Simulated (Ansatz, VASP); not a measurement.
## Two plane-wave programs on AsH8NO4

```
H As N O
1.0
    -4.40693    4.40693    4.07602
     4.40693   -4.40693    4.07602
     4.40693    4.40693   -4.07602
H As N O
16 2 2 8
Direct
  0.33031 0.42872 0.90141
  0.52731 0.42889 0.09859
  0.57111 0.66970 0.09841
  0.41969 0.82111 0.59841
  0.57128 0.47269 0.90159
  0.22270 0.82128 0.40159
  0.17889 0.77731 0.59859
  0.17872 0.58030 0.40141
  0.25359 0.89862 0.92927
  0.96935 0.32432 0.07073
  0.67568 0.74641 0.64504
  0.49641 0.92568 0.14504
  0.10138 0.03064 0.35496
  0.78065 0.35138 0.85496
  0.07432 0.21935 0.57073
  0.64862 0.50359 0.42927
  0.75000 0.25000 0.50000
  0.00000 0.00000 0.00000
  0.25000 0.75000 0.50000
  0.50000 0.50000 0.00000
  0.06440 0.32642 0.67549
  0.65092 0.38891 0.32451
  0.61109 0.93560 0.26201
  0.68560 0.86109 0.76201
  0.67358 0.34908 0.73799
  0.09908 0.92358 0.23799
  0.13891 0.90092 0.82451
  0.07642 0.31440 0.17549
```

Alike in both runs: task single point; functional PBE; dispersion D3(BJ); k mesh 6 × 6 × 6; occupations gaussian, width 0.02 eV; no spin polarisation.

|  | VASP | Ansatz |
| --- | --- | --- |
| version | VASP 6.6.1 | Ansatz 0.2.0 |
| potentials or method | VASP PAW PBE potentials, release 64 (H, As, N, O), cutoff 520 eV | scalar-relativistic, plane waves, PAW |
| valence electrons in the cell | 84 | 104 |

Ansatz gave:

* gap on the k mesh at the Fermi level (eV): 2.31
* least direct gap on the mesh (eV): 2.44
* pressure (GPa): -0.7
* traceless stress, the component that is largest in VASP (GPa): 0.12
* rms of the force components (eV/Å): 0.111

Problem. Which values does VASP return?

Solution. gap on the k mesh at the Fermi level (eV): 2.31; least direct gap on the mesh (eV): 2.43; pressure (GPa): -0.7; traceless stress, the component that is largest in VASP (GPa): -0.08; rms of the force components (eV/Å): 0.064.

Atom by atom the forces differ by 0.053 eV/Å (rms over components). VASP's potentials hold 84 valence electrons a cell and Ansatz's 104, so a difference there can come from the potentials and not from the codes.
